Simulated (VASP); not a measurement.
Here is a VASP 6.6.1 calculation.

The input INCAR:

```
SYSTEM = C
PREC = Accurate
ENCUT = 520
EDIFF = 1E-6
ISMEAR = 0
SIGMA = 0.01
LREAL = .FALSE.
LASPH = .TRUE.
NELM = 60
ALGO = Normal
ISIF = 2
LWAVE = .FALSE.
LCHARG = .FALSE.
GGA = PE
NBANDS = 16
```

File KPOINTS:

```
regular mesh
0
G
  9 9 6
  0 0 0
```

Contents of POSCAR:

```
C
1.0
    2.5112152754      0.0000000000      0.0000000000
   -1.2556076377      2.1747762229      0.0000000000
    0.0000000000      0.0000000000      4.2430102239
C
4
Direct
    0.3333333333      0.6666666667     -0.0003907681
    0.6666666667      0.3333333333      0.4996092319
    0.3333333333      0.6666666667      0.3743907681
    0.6666666667      0.3333333333      0.8743907681
```

Potentials or basis: VASP PAW PBE potentials, release 64 (C).

Command:

```bash
$ cat potpaw_PBE.64/C/POTCAR > POTCAR
$ mpirun -np 1 vasp_std > vasp.out
```

(1) What does it give for the band gap on the k mesh?

(2) What does it give for the largest force?

Results:

(1) 3.40 eV, indirect (least direct gap 4.88 eV).

(2) 0.010 eV/Å.
